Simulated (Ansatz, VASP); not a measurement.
**CaPtC4N4: VASP beside Ansatz**

```
Ca Pt C N
1.0
     3.69380   -4.05751    0.00000
     3.69380    4.05751    0.00000
     0.00000    0.00000    7.84017
Ca Pt C N
1 1 4 4
Direct
  0.00000 0.00000 0.00000
  0.50000 0.50000 0.50000
  0.22626 0.77374 0.78023
  0.77374 0.22626 0.21977
  0.22626 0.77374 0.21977
  0.77374 0.22626 0.78023
  0.32964 0.67036 0.67642
  0.67036 0.32964 0.32358
  0.32964 0.67036 0.32358
  0.67036 0.32964 0.67642
```

Alike in both runs: functional PBE; k mesh 4 × 4 × 4; occupations gaussian, width 0.1 eV; no spin polarisation.

Ansatz relaxed the structure, and its values are those at the end. VASP's run is a single point on that final structure, the one shown.

```csv
,VASP,Ansatz
version,VASP 6.6.1,Ansatz 0.2.0
potentials or method,"VASP PAW PBE potentials, release 64 (Ca_sv, Pt, C, N), cutoff 520 eV","scalar-relativistic, plane waves, PAW"
valence electrons in the cell,56,64
```

```csv
,VASP,Ansatz,Ansatz less VASP
gap on the k mesh at the Fermi level (eV),3.75,3.76,+0.008
least direct gap on the mesh (eV),3.82,3.85,+0.023
pressure (GPa),0.3,0.0,-0.32
rms of the force components (eV/Å),0.192,0.005,-0.1863
```

One of these differences is far larger than is usual between the two programs; its cause wasn't traced. VASP's potentials hold 56 valence electrons a cell and Ansatz's 64, so a difference there can come from the potentials and not from the codes.

Neither program's run includes spin-orbit coupling. Noted on VASP's run: the standard files for N, O and F lose accuracy on very short bonds.
